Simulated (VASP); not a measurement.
# Be6N: single point with PBE

Be6N:

```
CELL_PARAMETERS angstrom
3.88827 0.00000 0.00000
0.00000 3.88827 0.00000
0.00000 0.00000 4.32580
ATOMIC_POSITIONS crystal
Be 0.21226 0.50000 0.12453
Be 0.78774 0.50000 0.12453
Be 0.50000 0.21226 0.12453
Be 0.50000 0.78774 0.12453
Be 0.50000 0.00000 0.43079
Be 0.00000 0.50000 0.43079
N 0.00000 0.00000 0.88547
```

The cell was generated, and may not be a known phase.

```
Program                : VASP 6.6.1
Task                   : single point
Functional             : PBE
Potentials or basis    : VASP PAW PBE potentials, release 64 (Be, N)
Cutoff                 : 520 eV
k mesh                 : 4 × 4 × 4
Occupations            : gaussian, width 0.1 eV
Spin                   : no spin polarisation
Dipole correction      : no
Further INCAR settings : ALGO = Normal; EDIFF = 1e-06; NBANDS = 18
```

```yaml
Pressure: 53.5 GPa
Largest_force: 11.721 eV/Å
Band_gap_on_the_k_mesh: zero (an odd number of electrons rules out a gap without spin polarisation)
```

Forces in eV/Å, atoms in the order of the input:
```
Be  -0.214  0.000 -5.642
Be   0.214  0.000 -5.642
Be   0.000 -0.214 -5.642
Be   0.000  0.214 -5.642
Be   0.000  0.000 11.721
Be   0.000  0.000 11.721
N    0.000  0.000 -0.873
```

Stress tensor (GPa, compression positive):
```
50.39  0.00  0.00
 0.00 50.39  0.00
 0.00  0.00 59.84
```

Levels at points of the mesh, in eV from the Fermi level:
```tsv
k point	band 6	band 7	band 8	band 9	band 10	band 11
(0.00, 0.00, 0.00)	-3.09	-2.54	-0.85	0.13	0.13	2.52
(0.50, 0.00, 0.00)	-3.45	-2.37	-0.22	0.52	0.78	1.43
(0.50, 0.50, 0.00)	-2.16	-2.16	-1.37	-1.29	2.09	2.09
(0.00, 0.00, 0.50)	-2.54	-2.52	-1.14	-1.14	-1.10	2.77
(0.50, 0.00, 0.50)	-3.45	-1.40	-0.03	0.12	0.71	1.48
(0.50, 0.50, 0.50)	-3.39	-3.39	-2.96	1.43	2.84	2.84
```

It took 9.2 s on 1 thread of Intel(R) Xeon(R) 6975P-C (Granite Rapids), on a shared host, peak memory 0.16 GiB.

Caveat: the k points lie up to 0.40 Å⁻¹ apart, too coarse for converged energies and pressures of a metal; forces of over 1 eV/Å act on the atoms, so gaps and moduli don't describe the material at rest.
